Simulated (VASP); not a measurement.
Write the native input for VASP 6.6.1 that does the following.

```
Task                   : single point
Functional             : PBE
Potentials or basis    : VASP PAW PBE potentials, release 64 (Mg, Ni, S)
Cutoff                 : 520 eV
k mesh                 : 10 × 10 × 4
Occupations            : gaussian, width 0.1 eV
Spin                   : no spin polarisation
Dipole correction      : no
Further INCAR settings : ALGO = Normal; EDIFF = 1e-06; NBANDS = 38
```

The structure of MgNi3S4 lies in POSCAR:

```
MgNi3S4
1.0
    3.7880036681      0.0000000000      0.0000000000
    0.0000000000      3.7880036681      0.0000000000
    0.0000000000      0.0000000000     10.4284349145
Mg Ni S
1 3 4
Direct
    0.5000000000      0.5000000000      0.5000000000
    0.0000000000      0.0000000000      0.7716677527
    0.5000000000      0.5000000000      0.0000000000
    0.0000000000      0.0000000000      0.2283322473
    0.5000000000      0.0000000000      0.8856834950
    0.0000000000      0.5000000000      0.1143165050
    0.5000000000      0.0000000000      0.3458379946
    0.0000000000      0.5000000000      0.6541620054
```

The input as run:

INCAR

```
PREC = Accurate
ENCUT = 520
EDIFF = 1E-6
ISMEAR = 0
SIGMA = 0.1
LREAL = F
LASPH = T
NELM = 60
ALGO = Normal
ISIF = 2
LWAVE = F
LCHARG = F
GGA = PE
NBANDS = 38
```

KPOINTS

```
Automatic mesh
0
Gamma
  10 10 4
```

Potentials or basis: VASP PAW PBE potentials, release 64 (Mg, Ni, S).

Command:

```bash
$ cat potpaw_PBE.64/Mg/POTCAR potpaw_PBE.64/Ni/POTCAR potpaw_PBE.64/S/POTCAR > POTCAR
$ mpirun -np 1 vasp_std > vasp.out
```

Results of the run:

| Quantity | Value |
| --- | --- |
| Pressure | -4.5 GPa |
| Largest force | 0.018 eV/Å |
| Band gap on the k mesh | zero (bands 28 and 29 overlap by 1.41 eV) |

Caveat: the cell stands under tension; the run has no spin polarisation, though such a crystal can be magnetic.

It took 4.2 min on 1 thread of Intel(R) Xeon(R) 6975P-C (Granite Rapids) (shared host), peak memory 0.43 GiB.
